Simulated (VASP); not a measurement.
Co: relaxation of cell and atoms with r2SCAN

The system is Co.

```
Co
1.0
     1.52235    0.87893    2.82301
    -1.52235    0.87893    2.82301
     0.00000   -1.75786    2.82301
Co
2
Direct
  0.22754 0.22754 0.22754
  0.77246 0.77246 0.77246
```

* Program: VASP 6.6.1
* Task: relaxation of cell and atoms
* Functional: r2SCAN
* Potentials or basis: VASP PAW PBE potentials, release 64 (Co)
* Cutoff: 600 eV
* k mesh: 6 × 6 × 6
* Occupations: gaussian, width 0.1 eV
* Spin: collinear spin, ferromagnetic start
* Starting moments: [2.09, 2.09] μB
* Dipole correction: no
* Further INCAR settings: ALGO = Normal; EDIFF = 1e-06; IBRION = 2; EDIFFG = -0.04; NSW = 90; ISIF = 3

- Relaxed volume: 10.62 Å³/atom
- Relaxed cell: a = 4.282 Å, b = 4.282 Å, c = 4.282 Å, α = 33.45°, β = 33.45°, γ = 33.45°
- Space group after relaxing (to 0.05 Å): Fm-3m (No. 225)
- Energy gained by relaxing: 1094.7 meV/atom
- Ionic steps: 23
- Pressure after relaxing: 0.0 GPa
- Largest force after relaxing: 0.011 eV/Å
- Net moment: 3.42 μB per cell
- Site moments: Co +1.76 μB
- Valence electrons inside the program's atomic spheres: Co 8.34

Forces in eV/Å, atoms in the order of the input:
```
Co   0.000  0.000  0.011
Co   0.000  0.000 -0.011
```

Stress tensor (GPa, compression positive):
```
-0.12  0.00  0.00
 0.00 -0.12  0.00
 0.00  0.00  0.12
```

The path:
| step | energy change (eV) | largest force (eV/Å) | pressure (GPa) | volume (Å³) |
| --- | --- | --- | --- | --- |
| 1 | 0.0000 | 3.7421 | 32.59 | 22.66 |
| 2 | -0.2637 | 0.0336 | -20.53 | 31.10 |
| 3 | -0.6522 | 0.8046 | -6.96 | 26.68 |
| 4 | -0.6534 | 0.8691 | -6.00 | 26.52 |
| 5 | -0.8079 | 0.3581 | -3.13 | 25.45 |
| 6 | -0.9618 | 0.4677 | 5.48 | 23.75 |
| 7 | -1.0593 | 0.8733 | 5.27 | 23.66 |
| 8 | -1.2450 | 2.2137 | 6.65 | 23.21 |
| 9 | -1.3913 | 1.9494 | 1.21 | 23.42 |
| 10 | -1.7184 | 1.8593 | -8.51 | 23.84 |
| 11 | -1.7540 | 0.2527 | -14.39 | 23.81 |
| 12 | -1.9133 | 1.2706 | -14.28 | 23.96 |
| 13 | -2.0579 | 0.7047 | -11.30 | 22.82 |
| 14 | -2.0836 | 0.4618 | -5.74 | 22.12 |
| 15 | -2.0842 | 0.4947 | -6.81 | 22.23 |
| 16 | -2.1370 | 0.4943 | -3.26 | 21.67 |
| 17 | -2.1463 | 0.5968 | 10.10 | 20.44 |
| 18 | -2.1640 | 0.5582 | 3.08 | 21.01 |
| 19 | -2.1814 | 0.3685 | 0.90 | 21.18 |
| 20 | -2.1878 | 0.0920 | -1.09 | 21.34 |
| 21 | -2.1892 | 0.0047 | 0.06 | 21.23 |
| 22 | -2.1893 | 0.0134 | 0.29 | 21.21 |
| 23 | -2.1894 | 0.0107 | -0.04 | 21.24 |

Final structure:
```
Co
1.0
     1.23225    0.71144    4.03854
    -1.23225    0.71144    4.03854
     0.00000   -1.42288    4.03854
Co
2
Cartesian
  0.0000 0.0000 3.0283
  0.0000 0.0000 9.0873
```

Levels at points of the mesh, in eV from the Fermi level:
Spin up:
| k point | band 8 | band 9 | band 10 | band 11 | band 12 | band 13 | band 14 | band 15 |
| --- | --- | --- | --- | --- | --- | --- | --- | --- |
| (0.00, 0.00, 0.00) | -2.78 | -2.78 | -1.70 | -1.70 | -0.78 | 5.86 | 22.26 | 23.68 |
| (0.50, 0.00, 0.00) | -2.93 | -1.64 | -1.64 | 1.88 | 1.88 | 8.71 | 8.72 | 14.95 |
| (0.50, 0.50, 0.00) | -1.71 | -1.36 | -1.36 | -0.74 | 2.22 | 5.93 | 9.43 | 15.22 |
| (0.50, 0.50, 0.50) | -3.57 | -2.50 | -2.50 | -2.50 | -2.50 | 14.81 | 14.83 | 23.98 |
Spin down:
```csv
k point,band 5,band 6,band 7,band 8,band 9,band 10
"(0.00, 0.00, 0.00)",-1.55,-1.35,-1.35,-1.28,0.52,0.52
"(0.50, 0.00, 0.00)",-1.75,-1.75,-0.23,-0.22,1.20,1.20
"(0.50, 0.50, 0.00)",-1.34,-1.25,1.01,1.08,1.13,1.14
"(0.50, 0.50, 0.50)",-1.22,-1.22,-1.22,-1.22,0.47,0.47
```

Wall time 45 min on 1 thread of Intel(R) Xeon(R) Platinum 8259CL CPU @ 2.50GHz (Skylake/Cascade Lake), on a shared host, peak memory 0.23 GiB.

Caveat: the k points lie up to 0.50 Å⁻¹ apart in the final cell; the PAW data sets were made with another functional, which shifts forces and pressure a little.
